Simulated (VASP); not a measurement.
CdSe (Cadmoselite), 4 atoms in the cell. The structure is hexagonal, space group P6_3mc (No. 186). Conventional cell: a = 4.273 Å, b = 4.273 Å, c = 6.976 Å, α = 90.00°, β = 90.00°, γ = 120.00°. Cd (site symmetry 3m) has 4 Se at 2.62 Å within 3.5 Å. Se (site symmetry 3m) has 4 Cd at 2.62 Å within 3.5 Å. 

```yaml
Program: VASP 6.6.1
Task: single point
Functional: PBEsol
Dispersion: D4
Potentials_or_basis: VASP PAW PBE potentials, release 64 (Cd, Se)
Cutoff: 520 eV
k_mesh: 7 × 7 × 4
Occupations: fermi-dirac, width 0.05 eV
Spin: no spin polarisation
Dipole_correction: no
Further_INCAR_settings: ALGO = Normal; EDIFF = 1e-06; NBANDS = 26
```

Potentials or basis: VASP PAW PBE potentials, release 64 (Cd, Se).

Run with:

```console
$ cat potpaw_PBE.64/Cd/POTCAR potpaw_PBE.64/Se/POTCAR > POTCAR
$ mpirun -np 1 vasp_std > vasp.out
```

Hardware: 1 thread of AMD EPYC 9R45 (Zen 5), with other jobs on the host.

Problem. Estimate the wall time of this run.

Solution. It took 39 s on 1 thread of AMD EPYC 9R45 (Zen 5), on a shared host, peak memory 0.22 GiB. Counts: scf iterations 14, k points 24.
